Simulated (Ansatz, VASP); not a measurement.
# One calculation of SiC3, two programs

```xyz
4
Lattice="1.4470 0.8354 4.7863 -1.4470 0.8354 4.7863 0.0000 -1.6709 4.7863" Properties=species:S:1:pos:R:3 pbc="T T T"
C     1.4470    0.8354    4.9101
C     0.0000    0.0000    7.0122
C     0.0000    0.0000    5.4438
Si    0.0000    0.0000   12.5483
```

Alike in both runs: task single point; functional PBE; k mesh 8 × 8 × 8; no spin polarisation.

|  | VASP | Ansatz |
| --- | --- | --- |
| version | VASP 6.6.1 | Ansatz 0.2.0 |
| potentials or method | VASP PAW PBE potentials, release 64 (C, Si) | plane waves, PAW |
| plane-wave cutoff (eV) | 520 | 420 |
| occupations | gaussian, width 0.01 eV | fixed |
| valence electrons in the cell | 16 | 16 |

|  | VASP | Ansatz | Ansatz less VASP |
| --- | --- | --- | --- |
| gap on the k mesh at the Fermi level (eV) | 1.52 | 1.53 | +0.006 |
| pressure (GPa) | -14.2 | -14.3 | -0.05 |
| traceless stress, the component that is largest in VASP (GPa) | -1.80 | -1.72 | +0.074 |
| rms of the force components (eV/Å) | 0.154 | 0.152 | -0.0020 |

Atom by atom the forces differ by 0.011 eV/Å (rms over components).
